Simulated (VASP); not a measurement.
Here is a VASP 6.6.1 calculation.

File INCAR:

```
  PREC = Accurate
  ENCUT = 520
  EDIFF = 1E-6
  ISMEAR = -1
  SIGMA = 0.1
  LREAL = F
  LASPH = T
  NELM = 60
  ALGO = Normal
  ISIF = 2
  LWAVE = F
  LCHARG = F
  GGA = CA
  NBANDS = 32
```

The input KPOINTS:

```
regular mesh
0
Gamma
  13 13 4
```

The input POSCAR:

```
Zr
1.0
    3.2468913700      0.0000000000      0.0000000000
   -1.6234456850      2.8118904097      0.0000000000
    0.0000000000      0.0000000000     10.6726120028
Zr
4
Direct
    0.0000000000      1.0000000000      0.0000000000
    0.0000000000      1.0000000000      0.5000000000
    0.3333333333      0.6666666667      0.2500000000
    0.6666666667      0.3333333333      0.7500000000
```

Potentials or basis: VASP PAW LDA potentials, release 64 (Zr_sv).

Launch:

```console
$ cat potpaw_LDA.64/Zr_sv/POTCAR > POTCAR
$ mpirun -np 1 vasp_std > vasp.out
```

Problem. Predict the pressure.

Solution. -9.4 GPa.

Problem. Predict the band gap on the k mesh.

Solution. Zero (band 24 reaches 8.98 eV, above the bottom of band 25 at 7.70 eV).

Stress tensor (GPa, compression positive):
```
-9.04  0.00  0.00
 0.00 -9.04  0.00
 0.00  0.00 -9.98
```
